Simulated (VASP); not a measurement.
# KSnBr5 (P4/mmm) in VASP: single point with PBEsol

Aim: the single point of KSnBr5 with PBEsol.

Everything below comes from runs of VASP 6.6.1. Logs are shortened: lines on timing, memory, paths and dates and some standing lists are left out, and cuts for length are marked.

## 1. The cell of the first run

Symmetry: P4/mmm, No. 123, tetragonal system. Conventional cell: a = 5.245 Å, b = 5.245 Å, c = 7.818 Å, α = 90.00°, β = 90.00°, γ = 90.00°. Within 4.4 Å of K (site symmetry 4/mmm) lie 10 Br at 3.37 to 3.91 Å. Within 4.2 Å of Sn (site symmetry 4/mmm) lie 12 Br at 3.18 to 3.71 Å. Within 4.2 Å of Br (site symmetry 4/mmm) lie 8 Br at 3.18 Å and 4 Sn at 3.71 Å and 2 K at 3.91 Å. Br (site symmetry 2mm) has 2 Sn at 3.18 Å and 7 Br at 3.18 to 3.71 Å and 2 K at 3.37 Å within 4.2 Å.

## 2. Single point, PBEsol

File INCAR:

```
SYSTEM = KSnBr5
  ALGO = Normal
  EDIFF = 1E-6
  ENCUT = 520
  GGA = PS
  ISIF = 2
  ISMEAR = -1
  LASPH = .TRUE.
  LCHARG = .FALSE.
  LREAL = .FALSE.
  LWAVE = .FALSE.
  NBANDS = 38
  NELM = 100
  PREC = Accurate
  SIGMA = 0.03
```

File KPOINTS:

```
k-points
0
G
  4 4 2
  0 0 0
```

File POSCAR:

```
KSnBr5
1.0
    5.2446800819      0.0000000000      0.0000000000
    0.0000000000      5.2446800819      0.0000000000
    0.0000000000      0.0000000000      7.8178485648
K Sn Br
1 1 5
Direct
    0.0000000000      0.0000000000      0.5000000000
    0.5000000000      0.5000000000      0.0000000000
    0.0000000000      0.0000000000      0.0000000000
    0.5000000000      0.0000000000      0.7708967199
    0.0000000000      0.5000000000      0.7708967199
    0.5000000000      0.0000000000      0.2291032801
    0.0000000000      0.5000000000      0.2291032801
```

Potentials or basis: VASP PAW PBE potentials, release 64 (K_sv, Sn_d, Br).

Run with:

```sh
cat potpaw_PBE.64/K_sv/POTCAR potpaw_PBE.64/Sn_d/POTCAR potpaw_PBE.64/Br/POTCAR > POTCAR
mpirun -np 1 vasp_std > vasp.out
```

OUTCAR:

```text
SYSTEM = KSnBr5
   EDIFF = 1E-6
   ENCUT = 520
   GGA = PS
   ISIF = 2
   ISMEAR = -1
   LASPH = .TRUE.
   LREAL = .FALSE.
   NELM = 100
   PREC = Accurate

 ion  position               nearest neighbor table
   1  0.000  0.000  0.500-
   2  0.500  0.500  0.000-   4 3.18   5 3.18   6 3.18   7 3.18   4 3.18   6 3.18   5 3.18   7 3.18

   3  0.000  0.000  0.000-
   4  0.500  0.000  0.771-   2 3.18   2 3.18
   5  0.000  0.500  0.771-   2 3.18   2 3.18
   6  0.500  0.000  0.229-   2 3.18   2 3.18
   7  0.000  0.500  0.229-   2 3.18   2 3.18

  LATTYP: Found a simple tetragonal cell.
 ALAT       =     5.2446800819
 C/A-ratio  =     1.4906244886

  Lattice vectors:

 A1 = (   5.2446800819,   0.0000000000,   0.0000000000)
 A2 = (   0.0000000000,   5.2446800819,   0.0000000000)
 A3 = (   0.0000000000,   0.0000000000,   7.8178485648)

Analysis of symmetry for initial positions (statically):
=====================================================================
 Subroutine PRICEL returns:
 Original cell was already a primitive cell.

 Routine SETGRP: Setting up the symmetry group for a
 simple tetragonal supercell.

 Subroutine GETGRP returns: Found 16 space group operations
 (whereof 16 operations were pure point group operations)
 out of a pool of 16 trial point group operations.

The static configuration has the point symmetry D_4h.

Analysis of symmetry for dynamics (positions and initial velocities):
=====================================================================
 Subroutine PRICEL returns:
 Original cell was already a primitive cell.

 Routine SETGRP: Setting up the symmetry group for a
 simple tetragonal supercell.

 Subroutine GETGRP returns: Found 16 space group operations
 (whereof 16 operations were pure point group operations)
 out of a pool of 16 trial point group operations.

The dynamic configuration has the point symmetry D_4h.

 Subroutine INISYM returns: Found 16 space group operations
 (whereof 16 operations are pure point group operations),
 and found     1 'primitive' translations

----------------------------------------------------------------------------------------

                                     Primitive cell

  volume of cell :     215.0430

  direct lattice vectors                    reciprocal lattice vectors
     5.244680082  0.000000000  0.000000000     0.190669399  0.000000000  0.000000000
     0.000000000  5.244680082  0.000000000     0.000000000  0.190669399  0.000000000
     0.000000000  0.000000000  7.817848565     0.000000000  0.000000000  0.127912429

  length of vectors
     5.244680082  5.244680082  7.817848565     0.190669399  0.190669399  0.127912429

  position of ions in fractional coordinates (direct lattice)
     0.000000000  0.000000000  0.500000000
     0.500000000  0.500000000  0.000000000
     0.000000000  0.000000000  0.000000000
     0.500000000  0.000000000  0.770896720
     0.000000000  0.500000000  0.770896720
     0.500000000  0.000000000  0.229103280
     0.000000000  0.500000000  0.229103280

  ion indices of the primitive-cell ions
   primitive index   ion index
                 1           1
                 2           2
                 3           3
                 4           4
                 5           5
                 6           6
                 7           7

----------------------------------------------------------------------------------------

 KPOINTS: k-points

Automatic generation of k-mesh.
 Grid dimensions read from file:
 generate k-points for:    4    4    2

 Generating k-lattice:

  Cartesian coordinates                     Fractional coordinates (reciprocal lattice)
     0.047667350  0.000000000  0.000000000     0.250000000  0.000000000  0.000000000
     0.000000000  0.047667350  0.000000000     0.000000000  0.250000000  0.000000000
     0.000000000  0.000000000  0.063956215     0.000000000  0.000000000  0.500000000

  Length of vectors
     0.047667350  0.047667350  0.063956215

  Shift w.r.t. Gamma in fractional coordinates (k-lattice)
     0.000000000  0.000000000  0.000000000

 Subroutine IBZKPT returns following result:
 ===========================================

 Found     12 irreducible k-points:

 Following reciprocal coordinates:
            Coordinates               Weight
  0.000000  0.000000  0.000000      1.000000
  0.250000  0.000000  0.000000      4.000000
  0.500000  0.000000  0.000000      2.000000
  0.250000  0.250000  0.000000      4.000000
  0.500000  0.250000  0.000000      4.000000
  0.500000  0.500000  0.000000      1.000000
  0.000000  0.000000  0.500000      1.000000
  0.250000  0.000000  0.500000      4.000000
  0.500000  0.000000  0.500000      2.000000
  0.250000  0.250000  0.500000      4.000000
  0.500000  0.250000  0.500000      4.000000
  0.500000  0.500000  0.500000      1.000000
   k-points           NKPTS =     12   k-points in BZ     NKDIM =     12   number of bands    NBANDS=     38
   number of dos      NEDOS =    301   number of ions     NIONS =      7
   total plane-waves  NPLWV =  96000
   dimension x,y,z NGX =    40 NGY =   40 NGZ =   60
   dimension x,y,z NGXF=    80 NGYF=   80 NGZF=  120
   ions per type =               1   1   5
   NGX,Y,Z   is equivalent  to a cutoff of  12.68, 12.68, 12.76 a.u.
   NGXF,Y,Z  is equivalent  to a cutoff of  25.36, 25.36, 25.52 a.u.
 SYSTEM =  KSnBr5
   PREC   = accura    normal or accurate (medium, high low for compatibility)
   ISTART =      0    job   : 0-new  1-cont  2-samecut
   ICHARG =      2    charge: 1-file 2-atom 10-const
   ISPIN  =      1    spin polarized calculation?
   LNONCOLLINEAR =      F non collinear calculations
   LSORBIT =      F    spin-orbit coupling
   LASPH  =      T    aspherical Exc in radial PAW
   ENCUT  =  520.0 eV  38.22 Ry    6.18 a.u.   9.75  9.75 14.54*2*pi/ulx,y,z
   NELM   =    100;   NELMIN=  2; NELMDL= -5     # of ELM steps
   EDIFF  = 0.1E-05   stopping-criterion for ELM
   LREAL  =      F    real-space projection
   EDIFFG = 0.1E-04   stopping-criterion for IOM
   NSW    =      0    number of steps for IOM
   IBRION =     -1    ionic relax: 0-MD 1-quasi-New 2-CG
   NFREE  =      0    steps in history (QN), initial steepest desc. (CG)
   ISIF   =      2    stress and relaxation
   ISYM   =      2    0-nonsym 1-usesym 2-fastsym
   POTIM  = 0.5000    time-step for ionic-motion
   TEBEG  =    0.0;   TEEND  =   0.0 temperature during run
   PSTRESS=    0.0 pullay stress
   NELECT =      58.0000    total number of electrons
   NUPDOWN=      -1.0000    fix difference up-down
   EMIN   =  10.00;   EMAX   =-10.00  energy-range for DOS
   EFERMI =   0.00;   METHOD = LEGACY
   ISMEAR =    -1;   SIGMA  =   0.03  broadening in eV -4-tet -1-fermi 0-gaus
   EFERMI_NEDOS =   21; number of points for ismear=-14 and -15
   IALGO  =     38    algorithm
   IMIX   =      4    mixing-type and parameters
     AMIX     =   0.40;   BMIX     =  1.00
     AMIX_MAG =   1.60;   BMIX_MAG =  1.00
  volume/ion in A,a.u.               =      30.72       207.31
  Fermi-wavevector in a.u.,A,eV,Ry     =   1.057732  1.998824 15.222164  1.118797
  Thomas-Fermi vector in A             =   2.193016
   LORBIT       =      0    0 simple, 1 ext, 2 COOP (PROOUT), +10 PAW based schemes
   GGA     = PS    functional components
   LHFCALC =     F    Hartree Fock is set to
   AEXX    =    0.0000 exact exchange contribution
   IVDW    =     0    specifies the selected vdW correction
   LEPSILON=     F    determine dielectric tensor
   LRPA    =     F    only Hartree local field effects (RPA)
 non-spin polarized calculation
  energy-cutoff  :      520.00
  volume of cell :      215.04
 maximum number of plane-waves:      5824
 NGX is ok and might be reduce to    40
   NGX = 19   NGY = 19   NGZ = 29

 number of electron      57.9999986 magnetization

 Free energy of the ion-electron system (eV)
  ---------------------------------------------------
  ext. energy  EPLUGINS =         0.00000000
  ---------------------------------------------------
  free energy    TOTEN  =       -18.48904309 eV

  energy without entropy =      -18.44945442  energy(sigma->0) =      -18.46924876

 E-fermi :   1.1370     XC(G=0):  -8.5765

 val. band max:        1.1359684889   @ k =   0.0000   0.0000   0.0000
 cond. band min:       1.1410771274   @ k =   0.5000   0.2500   0.5000
 fundamental gap:      0.0051086385
 Fermi energy:         1.1369753560

 k-point     1 :       0.0000    0.0000    0.0000
  band No.  band energies     occupation
      1     -27.4385      2.00000
      2     -19.8332      2.00000
      3     -19.8315      2.00000
      4     -19.8301      2.00000
      5     -19.8293      2.00000
      6     -19.8293      2.00000
[... 30 lines left out ...]
     37       8.1463      0.00000
     38       8.1710      0.00000

 k-point     2 :       0.2500    0.0000    0.0000
  band No.  band energies     occupation
      1     -27.4383      2.00000
      2     -19.8330      2.00000
      3     -19.8306      2.00000
      4     -19.8303      2.00000
      5     -19.8303      2.00000
      6     -19.8293      2.00000
[... 30 lines left out ...]
     37       8.1967      0.00000
     38       8.7506      0.00000

 k-point     3 :       0.5000    0.0000    0.0000
  band No.  band energies     occupation
      1     -27.4380      2.00000
      2     -19.8329      2.00000
      3     -19.8318      2.00000
      4     -19.8305      2.00000
      5     -19.8293      2.00000
      6     -19.8290      2.00000
[... 30 lines left out ...]
     37       8.8135      0.00000
[... 289 lines left out ...]
 k-point    11 :       0.5000    0.2500    0.5000
  band No.  band energies     occupation
      1     -27.4378      2.00000
      2     -19.8326      2.00000
      3     -19.8318      2.00000
      4     -19.8308      2.00000
      5     -19.8305      2.00000
      6     -19.8279      2.00000
[... 30 lines left out ...]
     37       9.0371      0.00000
     38       9.2205      0.00000

 k-point    12 :       0.5000    0.5000    0.5000
  band No.  band energies     occupation
      1     -27.4376      2.00000
      2     -19.8323      2.00000
      3     -19.8317      2.00000
      4     -19.8317      2.00000
      5     -19.8312      2.00000
      6     -19.8267      2.00000
[... 30 lines left out ...]
     37       8.4420      0.00000
     38       8.5370      0.00000

------------------------ aborting loop because EDIFF is reached ----------------------------------------

  FORCE on cell =-STRESS in cart. coord.  units (eV):
  Direction    XX          YY          ZZ          XY          YZ          ZX
  --------------------------------------------------------------------------------------
  -------------------------------------------------------------------------------------
  Total        0.0512257      0.0512257      0.0199415      0.0000000      0.0000000      0.0000000
  in kB        0.3816571      0.3816571      0.1485743      0.0000000      0.0000000      0.0000000
  external PRESSURE =       0.3039629 kB  Pullay stress =       0.0000000 kB

 VOLUME and BASIS-vectors are now :
 -----------------------------------------------------------------------------
  energy-cutoff  :      520.00
  volume of cell :      215.04
      direct lattice vectors                 reciprocal lattice vectors
     5.244680082  0.000000000  0.000000000     0.190669399  0.000000000  0.000000000
     0.000000000  5.244680082  0.000000000     0.000000000  0.190669399  0.000000000
     0.000000000  0.000000000  7.817848565     0.000000000  0.000000000  0.127912429

 POSITION                                       TOTAL-FORCE (eV/Angst)
 -----------------------------------------------------------------------------------
      0.00000      0.00000      3.90892         0.000000      0.000000     -0.000000
      2.62234      2.62234      0.00000         0.000000      0.000000     -0.000000
      0.00000      0.00000      0.00000         0.000000      0.000000     -0.000000
      2.62234      0.00000      6.02675         0.000000      0.000000     -0.000567
      0.00000      2.62234      6.02675         0.000000     -0.000000     -0.000567
      2.62234      0.00000      1.79109         0.000000      0.000000      0.000567
      0.00000      2.62234      1.79109        -0.000000     -0.000000      0.000567
 -----------------------------------------------------------------------------------
    total drift:                               -0.000000      0.000000     -0.000000

  FREE ENERGIE OF THE ION-ELECTRON SYSTEM (eV)
  ---------------------------------------------------
  free  energy   TOTEN  =       -18.4890430903 eV

  energy  without entropy=      -18.4494544206  energy(sigma->0) =      -18.46924876
```

Wall time 58 s (1 thread of Intel Xeon 6975P-C (Granite Rapids), shared host); peak memory 0.35 GiB.

What came out:

* Free energy: -18.4890 eV
* Pressure: 0.0 GPa
* Band gap on the k mesh: zero (band 29 reaches 1.18 eV, above the bottom of band 30 at 1.09 eV)

Levels at points of the mesh, in eV from the Fermi level:
| k point | band 27 | band 28 | band 29 | band 30 | band 31 | band 32 |
| --- | --- | --- | --- | --- | --- | --- |
| (0.00, 0.00, 0.00) | -0.83 | -0.66 | 0.00 | 0.00 | 2.05 | 3.66 |
| (0.50, 0.00, 0.00) | -1.01 | -0.03 | 0.05 | 0.17 | 3.18 | 3.20 |
| (0.50, 0.50, 0.00) | -0.59 | -0.57 | -0.51 | 0.15 | 3.27 | 3.27 |
| (0.00, 0.00, 0.50) | -0.83 | -0.83 | -0.05 | -0.05 | 1.83 | 3.76 |
| (0.50, 0.00, 0.50) | -1.10 | 0.00 | 0.04 | 0.16 | 3.32 | 3.56 |
| (0.50, 0.50, 0.50) | -0.58 | -0.43 | -0.43 | 0.01 | 3.45 | 3.45 |

Caveat: the k points lie up to 0.40 Å⁻¹ apart; the PAW data sets were made with another functional, which shifts forces and pressure a little; spin-orbit coupling is left out, which moves the levels of the heavy elements.
